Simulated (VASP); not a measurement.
Set up this calculation in VASP 6.6.1, as the native input.

| Item | Value |
| --- | --- |
| Task | single point |
| Functional | PBEsol |
| Potentials or basis | VASP PAW PBE potentials, release 64 (Rh_pv) |
| Cutoff | 520 eV |
| k mesh | 18 × 18 × 18 |
| Occupations | gaussian, width 0.1 eV |
| Spin | no spin polarisation |
| Dipole correction | no |
| Further INCAR settings | ALGO = Normal; EDIFF = 1e-07; NBANDS = 14 |

The structure of Rh lies in POSCAR:

```
Rh
1.0
    0.0000000000      1.8899900502      1.8899900502
    1.8899900502      0.0000000000      1.8899900502
    1.8899900502      1.8899900502      0.0000000000
Rh
1
Direct
    0.0000000000      0.0000000000      0.0000000000
```

These files were run (other wordings do the same):

INCAR

```
  ALGO = Normal
  EDIFF = 1E-7
  ENCUT = 520
  GGA = PS
  ISIF = 2
  ISMEAR = 0
  LASPH = T
  LCHARG = F
  LREAL = F
  LWAVE = F
  NBANDS = 14
  NELM = 100
  PREC = Accurate
  SIGMA = 0.1
```

KPOINTS

```
k-points
0
Gamma
  18 18 18
```

Potentials or basis: VASP PAW PBE potentials, release 64 (Rh_pv).

Run with:

```bash
$ cat potpaw_PBE.64/Rh_pv/POTCAR > POTCAR
$ mpirun -np 1 vasp_std > vasp.out
```

Results of the run:

```yaml
Pressure: -0.1 GPa
Band_gap_on_the_k_mesh: zero (an odd number of electrons rules out a gap without spin polarisation)
```

Caveat: the PAW data sets were made with another functional, which shifts forces and pressure a little.

Wall time 18 s on 1 thread of Intel(R) Xeon(R) Platinum 8559C (Emerald Rapids) (shared host), peak memory 0.14 GiB.
